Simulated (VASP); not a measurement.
Runs of VASP 6.6.1 on Sb. The structure is that of space group P4/mmm (No. 123), or close to it. The cells are those of the table. 

```tsv
task	cell	dipole correction	k mesh for the DOS	occupations for the DOS	electric field (eV/Å)	gap on the mesh (eV)	largest force (eV/Å)
single point	a = 3.334, b = 3.334, c = 20.715 Å, 3 atoms	no	-	-	-	none	-
single point	a = 3.334, b = 3.334, c = 20.715 Å, 3 atoms	yes	-	-	-	none	-
single point	a = 3.334, b = 3.334, c = 11.473 Å, 3 atoms	yes	-	-	-	none	0.01
single point	a = 3.334, b = 3.334, c = 20.715 Å, 3 atoms	yes	-	-	0.3	none	(a)
```

Alike in all rows: level PBEsol; potentials or basis VASP PAW PBE potentials, release 64 (Sb); no spin polarisation; k mesh 11 × 11 × 1; cutoff (eV) 520; smearing fermi-dirac 0.1 eV.

Problem. Estimate the missing entries.

Solution. (a) 0.02.

Caveats: the PAW data sets were made with another functional, which shifts forces and pressure a little; spin-orbit coupling is left out, which moves the levels of the heavy elements.

A k mesh can miss the band edges, and the runs leave out spin-orbit coupling on Sb.

A gap of «none» marks levels without a gap at the run's occupations.
